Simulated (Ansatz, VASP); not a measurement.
## CoSi2 in VASP and in Ansatz

```
Co Si
1.0
     0.00000    2.62941    2.62941
     2.62941    0.00000    2.62941
     2.62941    2.62941    0.00000
Co Si
1 2
Direct
  0.00000 0.00000 0.00000
  0.25000 0.25000 0.25000
  0.75000 0.75000 0.75000
```

Alike in both runs: task single point; functional PBEsol; k mesh 14 × 14 × 14; occupations gaussian, width 0.1 eV; no spin polarisation.

```csv
,VASP,Ansatz
version,VASP 6.6.1,Ansatz 0.2.0
potentials or method,"VASP PAW PBE potentials, release 64 (Co, Si), cutoff 520 eV","scalar-relativistic, plane waves, PAW"
valence electrons in the cell,17,25
```

VASP gave:

* gap on the k mesh at the Fermi level (eV): none
* pressure (GPa): 6.5

Problem. Which values does Ansatz return?

Solution. gap on the k mesh at the Fermi level (eV): none; pressure (GPa): 6.3.

VASP's potentials were made for PBE, not for PBEsol. A gap of «none» marks a metal or a gap that the smearing closes. VASP's potentials hold 17 valence electrons a cell and Ansatz's 25, so a difference there can come from the potentials and not from the codes.
